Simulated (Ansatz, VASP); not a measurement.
# One calculation of Al2GaP3, two programs

The input INCAR:

```
PREC     = Accurate       # precision mode
ENCUT    = 520            # plane-wave cutoff, eV
EDIFF    = 1E-7           # SCF threshold, eV
ISMEAR   = 0              # smearing method
SIGMA    = 0.1            # smearing width, eV
LREAL    = False          # projectors in reciprocal space
LASPH    = True           # aspherical terms in the spheres
NELM     = 80             # most SCF steps
ALGO     = Normal         # electronic algorithm
ISIF     = 2              # what is computed and relaxed
LWAVE    = False          # write WAVECAR
LCHARG   = False          # write CHGCAR
GGA      = PE             # functional
NBANDS   = 26             # bands
```

File KPOINTS:

```
Automatic mesh
0
Gamma
  6 6 2
```

Contents of POSCAR:

```
Al2GaP3
1.0
    3.7277646000      0.0000000000      0.0000000000
   -1.8638823000      3.2283388500      0.0000000000
    0.0000000000      0.0000000000      9.1311211600
Al Ga P
2 1 3
Direct
    0.0000000000      0.0000000000      0.0000000000
    0.3333333300      0.6666666700      0.6666666700
    0.6666666700      0.3333333300      0.3333333300
    0.0000000000      0.0000000000      0.7500000000
    0.3333333300      0.6666666700      0.4166666700
    0.6666666700      0.3333333300      0.0833333300
```

Input for Ansatz:

```yaml
crystal:
  lattice:
    - [3.7277646, 0.0, 0.0]
    - [-1.8638823, 3.22833885, 0.0]
    - [0.0, 0.0, 9.13112116]
  atoms:
    - { symbol: Al, position: [0.0, 0.0, 0.0] }
    - { symbol: Al, position: [0.33333333, 0.66666667, 0.66666667] }
    - { symbol: Ga, position: [0.66666667, 0.33333333, 0.33333333] }
    - { symbol: P, position: [0.0, 0.0, 0.75] }
    - { symbol: P, position: [0.33333333, 0.66666667, 0.41666667] }
    - { symbol: P, position: [0.66666667, 0.33333333, 0.08333333] }
basis:
  ecutwfc: 420
kpoints:
  mp_grid: { grid: [6, 6, 2] }
hamiltonian:
  xc: pbe
scf:
  occupations: { method: gaussian, width: 0.1 }
  lower_state_search: "off"
output:
  forces: true
  stress: true
  eigenvalues: true
```

Alike in both runs: task single point; functional PBE; k mesh 6 × 6 × 2; occupations gaussian, width 0.1 eV; no spin polarisation.

|  | VASP | Ansatz |
| --- | --- | --- |
| version | VASP 6.6.1 | Ansatz 0.2.0 |
| potentials or method | VASP PAW PBE potentials, release 64 (Al, Ga_d, P), cutoff 520 eV | scalar-relativistic, plane waves, PAW |
| valence electrons in the cell | 34 | 34 |

```tsv
	VASP	Ansatz	Ansatz less VASP
gap on the k mesh at the Fermi level (eV)	1.31	1.31	+0.001
least direct gap on the mesh (eV)	2.62	2.62	+0.001
pressure (GPa)	13.9	14.0	+0.13
traceless stress, the component that is largest in VASP (GPa)	-0.09	-0.10	0.000
rms of the force components (eV/Å)	0.019	0.019	0.0000
```

Atom by atom the forces differ by 0.001 eV/Å (rms over components).
